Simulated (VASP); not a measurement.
Wanted: the native input for a VASP 6.6.1 run.

```yaml
Task: electric field gradients
Functional: PBE
Potentials_or_basis: VASP PAW PBE potentials, release 64 (B, As)
Cutoff: 520 eV
k_mesh: 14 × 14 × 14
Occupations: fermi-dirac, width 0.05 eV
Spin: no spin polarisation
Dipole_correction: no
Further_INCAR_settings: ALGO = Normal; EDIFF = 1e-08; NBANDS = 11
```

The structure of BAs (rocksalt type) lies in POSCAR:

```
BAs
1.0
    0.0000000000      2.2756699033      2.2756699033
    2.2756699033      0.0000000000      2.2756699033
    2.2756699033      2.2756699033      0.0000000000
B As
1 1
Direct
    0.0000000000      0.0000000000      0.0000000000
    0.5000000000      0.5000000000      0.5000000000
```

This cell differs from its parent crystal: volume scaled by 0.96.

The input as run:

INCAR

```
  ALGO = Normal
  EDIFF = 1E-8
  ENCUT = 520
  GGA = PE
  ISIF = 2
  ISMEAR = -1
  LASPH = T
  LCHARG = F
  LEFG = T
  LREAL = F
  LWAVE = F
  NBANDS = 11
  NELM = 80
  PREC = Accurate
  SIGMA = 0.05
```

KPOINTS

```
k-points
0
Gamma
  14 14 14
```

Potentials or basis: VASP PAW PBE potentials, release 64 (B, As).

The run is started by

```sh
$ cat potpaw_PBE.64/B/POTCAR potpaw_PBE.64/As/POTCAR > POTCAR
$ mpirun -np 1 vasp_std > vasp.out
```

Results of the run:

```yaml
Pressure: 6.2 GPa
Band_gap_on_the_k_mesh: zero (band 4 reaches 9.34 eV, above the bottom of band 5 at 4.47 eV)
```

Caveat: without QUAD_EFG the Cq values of the log hold for a quadrupole moment of 1 mb, not for the nuclei.

Wall time 18 s on 1 thread of Intel(R) Xeon(R) Platinum 8259CL CPU @ 2.50GHz (Skylake/Cascade Lake), on a shared host, peak memory 0.16 GiB.
